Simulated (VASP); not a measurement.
Crystal: S.

```
S
1.0
     0.00000    2.82564    2.82564
     2.82564    0.00000    2.82564
     2.82564    2.82564    0.00000
S
2
Direct
  0.50000 0.50000 0.50000
  0.75000 0.75000 0.75000
```

This cell differs from its parent crystal: Se replaced by S, lengths x 0.925, strained.

Base run:

| Property | Result |
| --- | --- |
| Program | VASP 6.6.1 |
| Functional | PBE |
| Potentials or basis | VASP PAW PBE potentials, release 64 (S) |
| Cutoff | 520 eV |
| k mesh | 6 × 6 × 6 |
| Occupations | gaussian, width 0.1 eV |
| Spin | no spin polarisation |

Its results: band gap on the k mesh zero (band 6 reaches 4.40 eV, above the bottom of band 7 at 3.17 eV); pressure 3.0 GPa.

**Question.** The run is repeated on the same cell with these changes: k mesh from 6 × 6 × 6 to 14 × 14 × 14; further incar settings from ALGO = Normal; EDIFF = 1e-07; NBANDS = 13 to ALGO = Normal; EDIFF = 1e-06; NBANDS = 13. What comes out?

**Answer.** Band gap on the k mesh zero (band 6 reaches 4.56 eV, above the bottom of band 7 at 3.17 eV); pressure 3.5 GPa.
